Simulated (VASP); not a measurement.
A run of VASP 6.6.1 is set up as follows.

Contents of INCAR:

```
SYSTEM = Si2Mo
  PREC = Accurate
  ENCUT = 520
  EDIFF = 1E-6
  ISMEAR = -1
  SIGMA = 0.05
  LREAL = .FALSE.
  LASPH = .TRUE.
  NELM = 60
  ALGO = Normal
  ISIF = 2
  LWAVE = .FALSE.
  LCHARG = .FALSE.
  GGA = PE
  NBANDS = 18
```

Contents of KPOINTS:

```
regular mesh
0
G
  15 15 15
  0 0 0
```

File POSCAR:

```
Si2Mo
1.0
   -1.5473822577      1.5473822577      3.8173581290
    1.5473822577     -1.5473822577      3.8173581290
    1.5473822577      1.5473822577     -3.8173581290
Mo Si
1 2
Direct
    0.0000000000      0.0000000000      0.0000000000
    0.3336126051      0.3336126051      0.0000000000
   -0.3336126051     -0.3336126051      0.0000000000
```

Potentials or basis: VASP PAW PBE potentials, release 64 (Mo_sv, Si).

Command:

```console
$ cat potpaw_PBE.64/Mo_sv/POTCAR potpaw_PBE.64/Si/POTCAR > POTCAR
$ mpirun -np 1 vasp_std > vasp.out
```

(1) What does it give for the largest force?

(2) What does it give for the band gap on the k mesh?

(3) What does it give for the pressure?

## Answers

(1) 0.007 eV/Å.

(2) zero (bands 11 and 12 overlap by 1.03 eV).

(3) 28.3 GPa.

Caveat: the cell stands under pressure.
